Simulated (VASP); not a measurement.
Here is a VASP 6.6.1 calculation.

File INCAR:

```
SYSTEM = MnO
PREC = Accurate
ENCUT = 700
EDIFF = 1E-6
ISMEAR = -1
SIGMA = 0.01
LREAL = .False.
LASPH = .True.
NELM = 200
ALGO = Normal
ISIF = 2
LWAVE = .False.
LCHARG = .False.
ISPIN = 2
MAGMOM = 2.8 0
LORBIT = 11
LMAXMIX = 4
GGA = LIBXC
LIBXC1 = GGA_X_B88
LIBXC2 = LDA_C_PW
NBANDS = 22
GGA_COMPAT = .False.
```

Contents of KPOINTS:

```
Automatic mesh
0
Gamma
  5 5 5
  0 0 0
```

File POSCAR:

```
MnO
1.0
    0.0290900000      2.1926600000      2.2145800000
    2.2320800000     -0.0219700000      2.2656400000
    2.2139500000      2.2255900000     -0.0038400000
Mn O
1 1
Direct
    0.9639500014      0.9934400000      0.0283399983
    0.4746799985      0.5215499995      0.4945500015
```

Potentials or basis: VASP PAW PBE potentials, release 64 (Mn_sv, O).

Command:

```console
$ cat potpaw_PBE.64/Mn_sv/POTCAR potpaw_PBE.64/O/POTCAR > POTCAR
$ mpirun -np 1 vasp_std > vasp.out
```

Task: What does it give for the largest force?

Result: 0.314 eV/Å.

Task: What does it give for the site moments?

Result: Mn +4.24; O +0.23 μB.

Stress tensor (GPa, compression positive):
```
10.75 -0.31 -1.37
-0.31 11.83  1.85
-1.37  1.85 13.68
```

Caveat: the k points lie up to 0.50 Å⁻¹ apart; the PAW data sets were made with another functional, which shifts forces and pressure a little; a cell with one magnetic atom can't hold antiferromagnetic order, which such compounds often take.
